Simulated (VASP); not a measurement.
# Al9H in VASP: notebook, part 2 of 2

VASP 6.6.1. Earlier steps stand in the parts before.

### Step 5. Single point, PBE

INCAR

```
  ALGO = Normal
  DIPOL = 0.5 0.5 0.304
  EDIFF = 1E-6
  ENCUT = 520
  GGA = PE
  IDIPOL = 3
  ISIF = 2
  ISMEAR = 0
  LASPH = True
  LCHARG = True
  LDIPOL = True
  LELF = True
  LREAL = Auto
  LVACPOTAV = True
  LVHAR = True
  LWAVE = False
  NBANDS = 44
  NELM = 80
  PREC = Accurate
  SIGMA = 0.1
```

KPOINTS

```
k-points
0
Gamma
  5 3 1
```

POSCAR

```
Al9H
1.0
    5.7070863109      0.0000000000      0.0000000000
   -1.4267715777      9.7014842373      0.0000000000
    0.0000000000      0.0000000000     22.7903703632
Al H
18 2
Direct
    0.2662216041      0.0648864163      0.1755127247
    0.7662216041      0.0648864163      0.1755127247
    0.3354806058      0.3419224231      0.2192029853
    0.8354806058      0.3419224231      0.2192029853
    0.1493324061      0.5973296244      0.2279410374
    0.6493324061      0.5973296244      0.2279410374
    0.4631842064      0.8527368258      0.2366790895
    0.9631842064      0.8527368258      0.2366790895
    0.0319772084      0.1277109167      0.2808262503
    0.5319772084      0.1277109167      0.2808262503
    0.0997917590      0.4042231279      0.3301071124
    0.5997917590      0.4042231279      0.3301071124
    0.4144000530      0.6596656505      0.3369822082
    0.9144000530      0.6596656505      0.3369822082
    0.2263076920      0.9110819249      0.3449259127
    0.7263076920      0.9110819249      0.3449259127
    0.2962427236      0.1814071990      0.3857054635
    0.7962427236      0.1814071990      0.3857054635
    0.4105999071      0.9110819249      0.4997887345
    0.5420154770      0.9110819249      0.4997887345
```

Command:

```console
cat potpaw_PBE.64/Al/POTCAR potpaw_PBE.64/H/POTCAR > POTCAR
mpirun -np 1 vasp_std > vasp.out
```

Run time: 32 min. Hardware: 1 thread of Intel Xeon 8259CL, shared host; peak memory 1.2 GiB.

Results (log left out):

```
Free energy            : -68.0151 eV
Largest force          : 0.161 eV/Å
Band gap on the k mesh : zero (bands 28 and 29 overlap by 0.73 eV)
```

Forces on the atoms (eV/Å):
```
Al  -0.016  0.158  0.031
Al   0.004  0.155  0.032
Al   0.001  0.035  0.060
Al   0.011  0.038  0.060
Al   0.001 -0.073  0.030
Al  -0.003 -0.075  0.029
Al   0.000 -0.103 -0.121
Al   0.005 -0.099 -0.117
Al   0.000  0.010 -0.002
Al   0.001  0.011 -0.006
Al   0.003 -0.015 -0.001
Al   0.005 -0.011 -0.003
Al  -0.006 -0.007 -0.003
Al  -0.004 -0.008 -0.003
Al  -0.011 -0.002 -0.013
Al   0.006  0.002 -0.014
Al  -0.004  0.002 -0.009
Al   0.009 -0.002 -0.007
H   -0.013 -0.009  0.029
H    0.014 -0.009  0.029
```

Levels at points of the mesh, in eV from the Fermi level:
```
           k point  band 26  band 27  band 28  band 29  band 30  band 31
(0.00, 0.00, 0.00)    -1.08    -0.94    -0.62    -0.58    -0.28     0.11
```

### Step 6. Single point, PBE

INCAR

```
SYSTEM = Al9H
PREC = Accurate
ENCUT = 520
EDIFF = 1E-6
ISMEAR = 0
SIGMA = 0.1
LREAL = Auto
LASPH = .TRUE.
NELM = 60
ALGO = Normal
ISIF = 2
LWAVE = .FALSE.
LCHARG = .TRUE.
LDIPOL = .TRUE.
IDIPOL = 3
DIPOL = 0.5 0.5 0.294
GGA = PE
LELF = .TRUE.
LVHAR = .TRUE.
LVACPOTAV = .TRUE.
NBANDS = 44
```

KPOINTS

```
regular mesh
0
G
  5 3 1
  0 0 0
```

POSCAR, as its differences from that of step 5:

```diff
@@ -26,3 +26,3 @@
     0.7962427236      0.1814071990      0.3857054635
-    0.4105999071      0.9110819249      0.4997887345
-    0.5420154770      0.9110819249      0.4997887345
+    0.4193609451      0.9110819249      0.4054506450
+    0.5332544390      0.9110819249      0.4054506450
```

Potentials or basis: VASP PAW PBE potentials, release 64 (Al, H).

Command:

```console
cat potpaw_PBE.64/Al/POTCAR potpaw_PBE.64/H/POTCAR > POTCAR
mpirun -np 1 vasp_std > vasp.out
```

OUTCAR:

```text
SYSTEM = Al9H
   PREC = Accurate
   ENCUT = 520
   EDIFF = 1E-6
   ISMEAR = 0
   LREAL = Auto
   LASPH = .TRUE.
   NELM = 60
   ISIF = 2
   GGA = PE

 ion  position               nearest neighbor table
   1  0.266  0.065  0.176-   2 2.85   2 2.85   9 2.86  10 2.86   7 2.87   8 2.87   3 2.87
   2  0.766  0.065  0.176-   1 2.85   1 2.85  10 2.86   9 2.86   8 2.87   7 2.87   4 2.87
   3  0.335  0.342  0.219-   4 2.85   4 2.85   6 2.87   5 2.87   1 2.87   9 2.89  10 2.89  12 2.96
                            11 2.97
   4  0.835  0.342  0.219-   3 2.85   3 2.85   5 2.87   6 2.87   2 2.87  10 2.89   9 2.89  11 2.96
                            12 2.97
   5  0.149  0.597  0.228-   6 2.85   6 2.85   4 2.87   3 2.87   7 2.87   8 2.87  13 2.93  14 2.93
                            11 2.99
   6  0.649  0.597  0.228-   5 2.85   5 2.85   3 2.87   4 2.87   8 2.87   7 2.87  14 2.93  13 2.93
                            12 2.99
   7  0.463  0.853  0.237-  10 2.85   8 2.85   8 2.85   1 2.87   5 2.87   2 2.87   6 2.87  16 2.90
                            15 2.91  13 2.96
   8  0.963  0.853  0.237-   9 2.85   7 2.85   7 2.85   2 2.87   6 2.87   1 2.87   5 2.87  15 2.90
                            16 2.91  14 2.96
   9  0.032  0.128  0.281-  18 2.83  17 2.83   8 2.85  10 2.85  10 2.85   1 2.86   2 2.86   3 2.89
                             4 2.89  11 2.91  15 2.93  16 2.93
  10  0.532  0.128  0.281-  17 2.83  18 2.83   7 2.85   9 2.85   9 2.85   2 2.86   1 2.86   4 2.89
                             3 2.89  12 2.91  16 2.93  15 2.93
  11  0.100  0.404  0.330-  12 2.85  12 2.85  14 2.86  13 2.87  18 2.88  17 2.89   9 2.91   4 2.96
                             3 2.97   5 2.99
  12  0.600  0.404  0.330-  11 2.85  11 2.85  13 2.86  14 2.87  17 2.88  18 2.89  10 2.91   3 2.96
                             4 2.97   6 2.99
  13  0.414  0.660  0.337-  16 2.83  15 2.83  14 2.85  14 2.85  12 2.86  11 2.87   5 2.93   6 2.93
                             7 2.96
  14  0.914  0.660  0.337-  15 2.83  16 2.83  13 2.85  13 2.85  11 2.86  12 2.87   6 2.93   5 2.93
                             8 2.96
  15  0.226  0.911  0.345-  19 1.77  17 2.78  14 2.83  13 2.83  16 2.85  16 2.85   8 2.90   7 2.91
                             9 2.93  10 2.93
  16  0.726  0.911  0.345-  20 1.77  18 2.78  13 2.83  14 2.83  15 2.85  15 2.85   7 2.90   8 2.91
                            10 2.93   9 2.93
  17  0.296  0.181  0.386-  15 2.78  10 2.83   9 2.83  18 2.85  18 2.85  12 2.88  11 2.89
  18  0.796  0.181  0.386-  16 2.78   9 2.83  10 2.83  17 2.85  17 2.85  11 2.88  12 2.89
  19  0.419  0.911  0.405-  20 0.65  15 1.77
  20  0.533  0.911  0.405-  19 0.65  16 1.77

  LATTYP: Found a simple monoclinic cell.
 ALAT       =     5.7070863109
 B/A-ratio  =     3.9933460126
 C/A-ratio  =     1.7181865164
 COS(beta)  =    -0.1455022476

  Lattice vectors:

 A1 = (   5.7070863109,   0.0000000000,   0.0000000000)
 A2 = (   0.0000000000,   0.0000000000, -22.7903703632)
 A3 = (  -1.4267715777,   9.7014842373,   0.0000000000)

Analysis of symmetry for initial positions (statically):
=====================================================================
 Subroutine PRICEL returns:
 Original cell was already a primitive cell.

 Routine SETGRP: Setting up the symmetry group for a
 simple monoclinic supercell.

 Subroutine GETGRP returns: Found  1 space group operations
 (whereof  1 operations were pure point group operations)
 out of a pool of  4 trial point group operations.

The static configuration has the point symmetry C_1 .

Analysis of symmetry for dynamics (positions and initial velocities):
=====================================================================
[... 112 lines left out ...]
   number of dos      NEDOS =    301   number of ions     NIONS =     20
   total plane-waves  NPLWV = 604800
   dimension x,y,z NGX =    42 NGY =   80 NGZ =  180
   dimension x,y,z NGXF=    84 NGYF=  160 NGZF=  360
   ions per type =              18   2
   NGX,Y,Z   is equivalent  to a cutoff of  12.23, 13.56, 13.13 a.u.
   NGXF,Y,Z  is equivalent  to a cutoff of  24.47, 27.13, 26.26 a.u.
 SYSTEM =  Al9H
   PREC   = accura    normal or accurate (medium, high low for compatibility)
   ISTART =      0    job   : 0-new  1-cont  2-samecut
   ICHARG =      2    charge: 1-file 2-atom 10-const
   ISPIN  =      1    spin polarized calculation?
   LNONCOLLINEAR =      F non collinear calculations
   LSORBIT =      F    spin-orbit coupling
   LASPH  =      T    aspherical Exc in radial PAW
   ENCUT  =  520.0 eV  38.22 Ry    6.18 a.u.  10.61 18.23 42.37*2*pi/ulx,y,z
   NELM   =     60;   NELMIN=  2; NELMDL= -5     # of ELM steps
   EDIFF  = 0.1E-05   stopping-criterion for ELM
   LREAL  =      T    real-space projection
   EDIFFG = 0.1E-04   stopping-criterion for IOM
   NSW    =      0    number of steps for IOM
[... 5 lines left out ...]
   TEBEG  =    0.0;   TEEND  =   0.0 temperature during run
   PSTRESS=    0.0 pullay stress
   NELECT =      56.0000    total number of electrons
   NUPDOWN=      -1.0000    fix difference up-down
   EMIN   =  10.00;   EMAX   =-10.00  energy-range for DOS
   EFERMI =   0.00;   METHOD = LEGACY
   ISMEAR =     0;   SIGMA  =   0.10  broadening in eV -4-tet -1-fermi 0-gaus
   EFERMI_NEDOS =   21; number of points for ismear=-14 and -15
   IALGO  =     38    algorithm
   IMIX   =      4    mixing-type and parameters
     AMIX     =   0.40;   BMIX     =  1.00
     AMIX_MAG =   1.60;   BMIX_MAG =  1.00
  volume/ion in A,a.u.               =      63.09       425.77
  Fermi-wavevector in a.u.,A,eV,Ry     =   0.579610  1.095305  4.570853  0.335948
  Thomas-Fermi vector in A             =   1.623387
   LORBIT       =      0    0 simple, 1 ext, 2 COOP (PROOUT), +10 PAW based schemes
   GGA     = PE    functional components
   LHFCALC =     F    Hartree Fock is set to
   AEXX    =    0.0000 exact exchange contribution
   IVDW    =     0    specifies the selected vdW correction
   LEPSILON=     F    determine dielectric tensor
   LRPA    =     F    only Hartree local field effects (RPA)
 non-spin polarized calculation
 Gauss-broadening in eV      SIGMA  =   0.10
  energy-cutoff  :      520.00
  volume of cell :     1261.84
 maximum number of plane-waves:     34010
   NGX = 21   NGY = 37   NGZ = 85

 dipolmoment           0.000000      0.000000      0.056715 electrons x Angstroem

 number of electron      56.0000001 magnetization

 dipolmoment           0.000000      0.000000     -0.044858 electrons x Angstroem

 Free energy of the ion-electron system (eV)
  ---------------------------------------------------
  ext. energy  EPLUGINS =         0.00000000
  ---------------------------------------------------
  free energy    TOTEN  =       -66.22581523 eV

  energy without entropy =      -66.18237620  energy(sigma->0) =      -66.20409571

 E-fermi :  -1.1812     XC(G=0):  -3.3333

 val. band max:       -1.1877375469   @ k =   0.4000   0.3333   0.0000
 cond. band min:      -1.1511119547   @ k =   0.2000   0.0000   0.0000
 fundamental gap:      0.0366255923
 Fermi energy:        -1.1812277982

 k-point     1 :       0.0000    0.0000    0.0000
  band No.  band energies     occupation
      1     -12.4714      2.00000
      2     -10.9947      2.00000
      3      -9.6949      2.00000
      4      -9.4923      2.00000
      5      -8.6346      2.00000
      6      -7.1439      2.00000
[... 333 lines left out ...]
     39       0.9856      0.00000
     40       1.0699      0.00000
 [bands above 40 left out]

------------------------ aborting loop because EDIFF is reached ----------------------------------------

  FORCE on cell =-STRESS in cart. coord.  units (eV):
  Direction    XX          YY          ZZ          XY          YZ          ZX
  --------------------------------------------------------------------------------------
  -------------------------------------------------------------------------------------
  Total       -4.6020168    -11.6710730      3.0461165     -0.5382844     -0.1980284      0.0706167
  in kB       -5.8432541    -14.8189476      3.8677028     -0.6834682     -0.2514399      0.0896632
  external PRESSURE =      -5.5981663 kB  Pullay stress =       0.0000000 kB

 VOLUME and BASIS-vectors are now :
 -----------------------------------------------------------------------------
  energy-cutoff  :      520.00
  volume of cell :     1261.84
      direct lattice vectors                 reciprocal lattice vectors
     5.707086311  0.000000000  0.000000000     0.175220760  0.025769253  0.000000000
    -1.426771578  9.701484237  0.000000000     0.000000000  0.103077011  0.000000000
     0.000000000  0.000000000 22.790370363     0.000000000  0.000000000  0.043878181

 POSITION                                       TOTAL-FORCE (eV/Angst)
 -----------------------------------------------------------------------------------
      1.42677      0.62949      4.00000        -0.054463      0.177791      0.036230
      4.28031      0.62949      4.00000         0.046672      0.129831      0.054566
      1.42677      3.31715      4.99572        -0.071422      0.072648      0.035963
      4.28031      3.31715      4.99572         0.092785      0.101587      0.018044
      0.00000      5.79498      5.19486        -0.045657     -0.097066      0.018532
      2.85354      5.79498      5.19486         0.025944     -0.120435     -0.012321
[... 12 lines left out ...]
      1.09342      8.83885      9.24037        -6.371556      0.005833      1.188644
      1.74342      8.83885      9.24037         6.400892      0.047583      1.212653
 -----------------------------------------------------------------------------------
    total drift:                               -0.007797     -0.031949     -0.007214

  FREE ENERGIE OF THE ION-ELECTRON SYSTEM (eV)
  ---------------------------------------------------
  free  energy   TOTEN  =       -66.2258152279 eV

  energy  without entropy=      -66.1823762009  energy(sigma->0) =      -66.20409571

 vacuum level on the upper side and lower side of the slab         2.889         3.036
```

It took 31 min on 1 thread of Intel Xeon 8259CL, shared host; peak memory 1.2 GiB.

What came out:

```yaml
Free_energy: -66.2258 eV
Largest_force: 6.515 eV/Å
Band_gap_on_the_k_mesh: zero (bands 28 and 29 overlap by 0.70 eV)
```

Forces on the atoms (eV/Å):
```
Al  -0.054  0.178  0.036
Al   0.047  0.130  0.055
Al  -0.071  0.073  0.036
Al   0.093  0.102  0.018
Al  -0.046 -0.097  0.019
Al   0.026 -0.120 -0.012
Al  -0.013 -0.064 -0.019
Al   0.008 -0.119 -0.145
Al  -0.023  0.035  0.012
Al   0.022 -0.052  0.121
Al  -0.038 -0.081 -0.038
Al   0.043 -0.010 -0.018
Al  -0.058 -0.312 -0.174
Al   0.035 -0.025  0.013
Al  -1.313 -0.029 -1.196
Al   1.316  0.035 -1.182
Al  -0.100  0.161  0.032
Al   0.097  0.145  0.042
H   -6.372  0.006  1.189
H    6.401  0.048  1.213
```

Levels at points of the mesh, in eV from the Fermi level:
| k point | band 26 | band 27 | band 28 | band 29 | band 30 | band 31 |
| --- | --- | --- | --- | --- | --- | --- |
| (0.00, 0.00, 0.00) | -0.95 | -0.72 | -0.64 | -0.52 | -0.42 | 0.35 |

### Step 7. The runs side by side

| cell | gap on the mesh (eV) | largest force (eV/Å) |
| --- | --- | --- |
| as given, atomic positions A | none | 2.56 |
| as given, atomic positions B | none | 0.82 |
| as given, atomic positions C | none | 0.22 |
| as given, atomic positions D | none | 0.16 |
| as given, atomic positions E | none | 6.51 |

Alike in all rows: task single point; level PBE; potentials or basis VASP PAW PBE potentials, release 64 (Al, H); no spin polarisation; k mesh 5 × 3 × 1; cutoff (eV) 520; smearing gaussian 0.1 eV.

Total energies depend on the potentials used, so only differences within one code and one set of settings carry meaning.

The gap in the log of VASP goes by the Fermi energy; the results here count the filled bands.